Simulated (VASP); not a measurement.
# WSe2 (CdI2 type) (P-3m1) in VASP: electric field gradients with PBE

Aim: the electric field gradients of WSe2 (CdI2 type) with PBE.

All numbers are computed with VASP 6.6.1; they aren't measurements. Logs are shortened: lines on timing, memory, paths and dates and some standing lists are left out, and cuts for length are marked.

## (1) The cell of the first run

Symmetry: P-3m1, No. 164, trigonal system. The conventional cell has a = 3.300 Å, b = 3.300 Å, c = 7.488 Å, α = 90.00°, β = 90.00°, γ = 120.00°. W (site symmetry -3m) has 6 Se at 2.57 Å and 6 W at 3.30 Å within 3.4 Å. Within 3.4 Å of Se (site symmetry 3m) lie 3 W at 2.57 Å and 6 Se at 3.30 Å.

## (2) Electric field gradients, PBE

INCAR reads:

```
PREC     = Accurate       # precision mode
ENCUT    = 520            # plane-wave cutoff, eV
EDIFF    = 1E-8           # SCF threshold, eV
ISMEAR   = -1             # smearing method
SIGMA    = 0.08           # smearing width, eV
LREAL    = F              # projectors in reciprocal space
LASPH    = T              # aspherical terms in the spheres
NELM     = 60             # most SCF steps
ALGO     = Normal         # electronic algorithm
ISIF     = 2              # what is computed and relaxed
LWAVE    = F              # write WAVECAR
LCHARG   = F              # write CHGCAR
GGA      = PE             # functional
LEFG     = T            
NBANDS   = 20             # bands
```

KPOINTS reads:

```
regular mesh
0
Gamma
  10 10 6
```

POSCAR reads:

```
WSe2
1.0
    3.2999214110      0.0000000000      0.0000000000
   -1.6499607055      2.8578157724      0.0000000000
    0.0000000000      0.0000000000      7.4879907098
W Se
1 2
Direct
    0.0000000000      0.0000000000      0.0000000000
    0.3333333333      0.6666666667      0.2294184600
    0.6666666667      0.3333333333      0.7705815400
```

Potentials or basis: VASP PAW PBE potentials, release 64 (W_sv, Se).

Command:

```sh
> cat potpaw_PBE.64/W_sv/POTCAR potpaw_PBE.64/Se/POTCAR > POTCAR
> mpirun -np 1 vasp_std > vasp.out
```

OUTCAR:

```text
PREC = Accurate
   ENCUT = 520
   EDIFF = 1E-8
   ISMEAR = -1
   LREAL = F
   LASPH = T
   NELM = 60
   ISIF = 2
   GGA = PE

 ion  position               nearest neighbor table
   1  0.000  0.000  0.000-   2 2.57   3 2.57   2 2.57   3 2.57   3 2.57   2 2.57
   2  0.333  0.667  0.229-   1 2.57   1 2.57   1 2.57
   3  0.667  0.333  0.771-   1 2.57   1 2.57   1 2.57

  LATTYP: Found a hexagonal cell.
 ALAT       =     3.2999214110
 C/A-ratio  =     2.2691421332

  Lattice vectors:

 A1 = (   3.2999214110,   0.0000000000,   0.0000000000)
 A2 = (  -1.6499607055,   2.8578157724,   0.0000000000)
 A3 = (   0.0000000000,   0.0000000000,   7.4879907098)

Analysis of symmetry for initial positions (statically):
=====================================================================
 Subroutine PRICEL returns:
 Original cell was already a primitive cell.

 Routine SETGRP: Setting up the symmetry group for a
 hexagonal supercell.

 Subroutine GETGRP returns: Found 12 space group operations
 (whereof 12 operations were pure point group operations)
 out of a pool of 24 trial point group operations.

The static configuration has the point symmetry D_3d.

Analysis of symmetry for dynamics (positions and initial velocities):
=====================================================================
 Subroutine PRICEL returns:
 Original cell was already a primitive cell.

 Routine SETGRP: Setting up the symmetry group for a
 hexagonal supercell.

 Subroutine GETGRP returns: Found 12 space group operations
 (whereof 12 operations were pure point group operations)
 out of a pool of 24 trial point group operations.

The dynamic configuration has the point symmetry D_3d.

 Subroutine INISYM returns: Found 12 space group operations
 (whereof 12 operations are pure point group operations),
 and found     1 'primitive' translations

----------------------------------------------------------------------------------------

                                     Primitive cell

  volume of cell :      70.6160

  direct lattice vectors                    reciprocal lattice vectors
     3.299921411  0.000000000  0.000000000     0.303037520  0.174958794  0.000000000
    -1.649960706  2.857815772  0.000000000     0.000000000  0.349917587  0.000000000
     0.000000000  0.000000000  7.487990710     0.000000000  0.000000000  0.133547174

  length of vectors
     3.299921411  3.299921411  7.487990710     0.349917587  0.349917587  0.133547174

  position of ions in fractional coordinates (direct lattice)
     0.000000000  0.000000000  0.000000000
     0.333333333  0.666666667  0.229418460
     0.666666667  0.333333333  0.770581540

  ion indices of the primitive-cell ions
   primitive index   ion index
                 1           1
                 2           2
                 3           3

----------------------------------------------------------------------------------------

 KPOINTS: regular mesh

Automatic generation of k-mesh.
 Grid dimensions read from file:
 generate k-points for:   10   10    6

 Generating k-lattice:

  Cartesian coordinates                     Fractional coordinates (reciprocal lattice)
     0.030303752  0.017495879  0.000000000     0.100000000  0.000000000  0.000000000
     0.000000000  0.034991759  0.000000000     0.000000000  0.100000000  0.000000000
     0.000000000  0.000000000  0.022257862     0.000000000  0.000000000  0.166666667

  Length of vectors
     0.034991759  0.034991759  0.022257862

  Shift w.r.t. Gamma in fractional coordinates (k-lattice)
     0.000000000  0.000000000  0.000000000

 Subroutine IBZKPT returns following result:
 ===========================================

 Found     72 irreducible k-points:

 Following reciprocal coordinates:
            Coordinates               Weight
  0.000000  0.000000  0.000000      1.000000
  0.100000  0.000000  0.000000      6.000000
  0.200000  0.000000  0.000000      6.000000
  0.300000  0.000000  0.000000      6.000000
  0.400000  0.000000  0.000000      6.000000
  0.500000  0.000000  0.000000      3.000000
[... 16 lines left out ...]
  0.000000  0.400000  0.166667      6.000000
  0.500000  0.000000  0.166667      6.000000
 [... further k-points ...]
   k-points           NKPTS =     72   k-points in BZ     NKDIM =     72   number of bands    NBANDS=     20
   number of dos      NEDOS =    301   number of ions     NIONS =      3
   total plane-waves  NPLWV =  43904
   dimension x,y,z NGX =    28 NGY =   28 NGZ =   56
   dimension x,y,z NGXF=    56 NGYF=   56 NGZF=  112
   ions per type =               1   2
   NGX,Y,Z   is equivalent  to a cutoff of  14.11, 14.11, 12.43 a.u.
   NGXF,Y,Z  is equivalent  to a cutoff of  28.21, 28.21, 24.87 a.u.
 SYSTEM =  unknown system
   PREC   = accura    normal or accurate (medium, high low for compatibility)
   ISTART =      0    job   : 0-new  1-cont  2-samecut
   ICHARG =      2    charge: 1-file 2-atom 10-const
   ISPIN  =      1    spin polarized calculation?
   LNONCOLLINEAR =      F non collinear calculations
   LSORBIT =      F    spin-orbit coupling
   LASPH  =      T    aspherical Exc in radial PAW
   ENCUT  =  520.0 eV  38.22 Ry    6.18 a.u.   6.14  6.14 13.92*2*pi/ulx,y,z
   NELM   =     60;   NELMIN=  2; NELMDL= -5     # of ELM steps
   EDIFF  = 0.1E-07   stopping-criterion for ELM
   LREAL  =      F    real-space projection
   EDIFFG = 0.1E-06   stopping-criterion for IOM
   NSW    =      0    number of steps for IOM
   IBRION =     -1    ionic relax: 0-MD 1-quasi-New 2-CG
   NFREE  =      0    steps in history (QN), initial steepest desc. (CG)
   ISIF   =      2    stress and relaxation
   ISYM   =      2    0-nonsym 1-usesym 2-fastsym
   POTIM  = 0.5000    time-step for ionic-motion
   TEBEG  =    0.0;   TEEND  =   0.0 temperature during run
   PSTRESS=    0.0 pullay stress
   NELECT =      26.0000    total number of electrons
   NUPDOWN=      -1.0000    fix difference up-down
   EMIN   =  10.00;   EMAX   =-10.00  energy-range for DOS
   EFERMI =   0.00;   METHOD = LEGACY
   ISMEAR =    -1;   SIGMA  =   0.08  broadening in eV -4-tet -1-fermi 0-gaus
   EFERMI_NEDOS =   21; number of points for ismear=-14 and -15
   IALGO  =     38    algorithm
   IMIX   =      4    mixing-type and parameters
     AMIX     =   0.40;   BMIX     =  1.00
     AMIX_MAG =   1.60;   BMIX_MAG =  1.00
  volume/ion in A,a.u.               =      23.54       158.85
  Fermi-wavevector in a.u.,A,eV,Ry     =   1.173361  2.217330 18.732169  1.376776
  Thomas-Fermi vector in A             =   2.309775
   LORBIT       =      0    0 simple, 1 ext, 2 COOP (PROOUT), +10 PAW based schemes
   GGA     = PE    functional components
   LHFCALC =     F    Hartree Fock is set to
   AEXX    =    0.0000 exact exchange contribution
   IVDW    =     0    specifies the selected vdW correction
   LEPSILON=     F    determine dielectric tensor
   LRPA    =     F    only Hartree local field effects (RPA)
 non-spin polarized calculation
  energy-cutoff  :      520.00
  volume of cell :       70.62
 maximum number of plane-waves:      1922
 NGX is ok and might be reduce to    28
   NGX = 13   NGY = 13   NGZ = 27

 number of electron      26.0000002 magnetization

 Free energy of the ion-electron system (eV)
  ---------------------------------------------------
  ext. energy  EPLUGINS =         0.00000000
  ---------------------------------------------------
  free energy    TOTEN  =       -20.87701362 eV

  energy without entropy =      -20.85500621  energy(sigma->0) =      -20.86600992

 E-fermi :   5.2232     XC(G=0):  -9.7655

 val. band max:        5.1569268437   @ k =   0.2000   0.2000   0.3333
 cond. band min:       5.2779055236   @ k =   0.2000   0.2000   0.1667
 fundamental gap:      0.1209786799
 Fermi energy:         5.2231822195

 k-point     1 :       0.0000    0.0000    0.0000
  band No.  band energies     occupation
      1     -69.6674      2.00000
      2     -33.8150      2.00000
      3     -33.8136      2.00000
      4     -33.8136      2.00000
      5     -10.2136      2.00000
      6      -9.0905      2.00000
[... 12 lines left out ...]
     19      11.0661      0.00000
     20      13.5594      0.00000

 k-point     2 :       0.1000    0.0000    0.0000
  band No.  band energies     occupation
      1     -69.6665      2.00000
      2     -33.8348      2.00000
      3     -33.8186      2.00000
      4     -33.8110      2.00000
      5     -10.0608      2.00000
      6      -9.0221      2.00000
[... 12 lines left out ...]
     19      11.9088      0.00000
     20      13.6542      0.00000

 k-point     3 :       0.2000    0.0000    0.0000
  band No.  band energies     occupation
      1     -69.6641      2.00000
      2     -33.8899      2.00000
      3     -33.8317      2.00000
      4     -33.8006      2.00000
      5      -9.6307      2.00000
      6      -8.8309      2.00000
[... 12 lines left out ...]
     19      12.5602      0.00000
     20      12.8220      0.00000

 k-point     4 :       0.3000    0.0000    0.0000
  band No.  band energies     occupation
      1     -69.6611      2.00000
      2     -33.9573      2.00000
      3     -33.8479      2.00000
      4     -33.7878      2.00000
      5      -9.0306      2.00000
      6      -8.5486      2.00000
[... 12 lines left out ...]
     19      11.7168      0.00000
     20      11.8206      0.00000

 k-point     5 :       0.4000    0.0000    0.0000
  band No.  band energies     occupation
      1     -69.6586      2.00000
      2     -34.0112      2.00000
      3     -33.8609      2.00000
      4     -33.7773      2.00000
      5      -8.5555      2.00000
      6      -8.1597      2.00000
[... 12 lines left out ...]
     19      10.5807      0.00000
     20      11.9304      0.00000
[... 353 lines left out ...]
      6      -8.5484      2.00000
[... 12 lines left out ...]
     19      11.5577      0.00000
     20      12.5867      0.00000

 k-point    22 :       0.4000    0.0000    0.1667
  band No.  band energies     occupation
      1     -69.6586      2.00000
      2     -34.0112      2.00000
      3     -33.8609      2.00000
      4     -33.7773      2.00000
      5      -8.5459      2.00000
      6      -8.1714      2.00000
[... 12 lines left out ...]
     19      10.2869      0.00000
     20      11.7278      0.00000

 k-point    23 :       0.0000    0.4000    0.1667
  band No.  band energies     occupation
      1     -69.6586      2.00000
      2     -34.0112      2.00000
      3     -33.8609      2.00000
      4     -33.7773      2.00000
      5      -8.5664      2.00000
      6      -8.1457      2.00000
[... 12 lines left out ...]
     19      10.5463      0.00000
     20      12.4577      0.00000

 k-point    24 :       0.5000    0.0000    0.1667
  band No.  band energies     occupation
      1     -69.6577      2.00000
      2     -34.0317      2.00000
      3     -33.8659      2.00000
      4     -33.7734      2.00000
      5      -8.4228      2.00000
      6      -7.9015      2.00000
[... 12 lines left out ...]
     19      10.2643      0.00000
     20      11.7352      0.00000

 [... further k-points ...]
[... 5 lines left out ...]
  --------------------------------------------------------------------------------------
  -------------------------------------------------------------------------------------
  Total        0.0826605      0.0826605      0.1076978      0.0000000     -0.0000000      0.0000000
  in kB        1.8754501      1.8754501      2.4435106      0.0000000     -0.0000000      0.0000000
  external PRESSURE =       2.0648036 kB  Pullay stress =       0.0000000 kB

 VOLUME and BASIS-vectors are now :
 -----------------------------------------------------------------------------
  energy-cutoff  :      520.00
  volume of cell :       70.62
      direct lattice vectors                 reciprocal lattice vectors
     3.299921411  0.000000000  0.000000000     0.303037520  0.174958794  0.000000000
    -1.649960706  2.857815772  0.000000000     0.000000000  0.349917587  0.000000000
     0.000000000  0.000000000  7.487990710     0.000000000  0.000000000  0.133547174

 POSITION                                       TOTAL-FORCE (eV/Angst)
 -----------------------------------------------------------------------------------
      0.00000      0.00000      0.00000         0.000000      0.000000      0.000000
     -0.00000      1.90521      1.71788         0.000000     -0.000000      0.032944
      1.64996      0.95261      5.77011        -0.000000      0.000000     -0.032944
 -----------------------------------------------------------------------------------
    total drift:                                0.000000      0.000000      0.000000

  FREE ENERGIE OF THE ION-ELECTRON SYSTEM (eV)
  ---------------------------------------------------
  free  energy   TOTEN  =       -20.8770136194 eV

  energy  without entropy=      -20.8550062125  energy(sigma->0) =      -20.86600992

 Electric field gradients (V/A^2)
---------------------------------------------------------------------
 ion       V_xx      V_yy      V_zz      V_xy      V_xz      V_yz
---------------------------------------------------------------------
   1      83.762    83.761  -167.523    -0.000     0.000    -0.000
   2      37.033    37.033   -74.065    -0.000    -0.000     0.000
   3      37.033    37.033   -74.065    -0.000    -0.000     0.000
---------------------------------------------------------------------

 Electric field gradients after diagonalization (V/A^2)
 (convention: |V_zz| > |V_xx| > |V_yy|)
----------------------------------------------------------------------
 ion       V_xx      V_yy      V_zz     asymmetry (V_yy - V_xx)/ V_zz
----------------------------------------------------------------------
   1      83.762    83.761  -167.523       0.000
   2      37.033    37.033   -74.065       0.000
   3      37.033    37.033   -74.065       0.000
----------------------------------------------------------------------

           NMR quadrupolar parameters

 Cq : quadrupolar parameter    Cq=e*Q*V_zz/h
 eta: asymmetry parameters     (V_yy - V_xx)/ V_zz
 Q  : nuclear electric quadrupole moment in mb (millibarn)
----------------------------------------------------------------------
 ion       Cq(MHz)       eta       Q (mb)
----------------------------------------------------------------------
   1      -0.405       0.000       1.000
   2      -0.179       0.000       1.000
   3      -0.179       0.000       1.000
----------------------------------------------------------------------
```

It took 2.8 min on 1 thread of Intel Xeon 8259CL, shared host; peak memory 0.26 GiB.

What came out:

```yaml
Free_energy: -20.8770 eV
Pressure: 0.2 GPa
Largest_force: 0.033 eV/Å
Band_gap_on_the_k_mesh: zero (bands 13 and 14 overlap by 0.47 eV)
Largest_electric_field_gradient_by_atom: W -167.5; Se -74.1 V/Å²
```

Forces in eV/Å, atoms in the order of the input:
```
W    0.000  0.000  0.000
Se   0.000  0.000  0.033
Se   0.000  0.000 -0.033
```

Electric field gradients, principal values (V/Å²):
```tsv
atom	least	middle	greatest (by size)
1 W	83.761	83.762	-167.523
2 Se	37.033	37.033	-74.065
3 Se	37.033	37.033	-74.065
```

Caveat: without QUAD_EFG the Cq values of the log hold for a quadrupole moment of 1 mb, not for the nuclei; spin-orbit coupling is left out, which moves the levels of the heavy elements; this functional lacks dispersion, which binds layers or chains, so the pressure and a relaxed spacing across them are unreliable.

The gap in the log of VASP goes by the Fermi energy; the results here count the filled bands.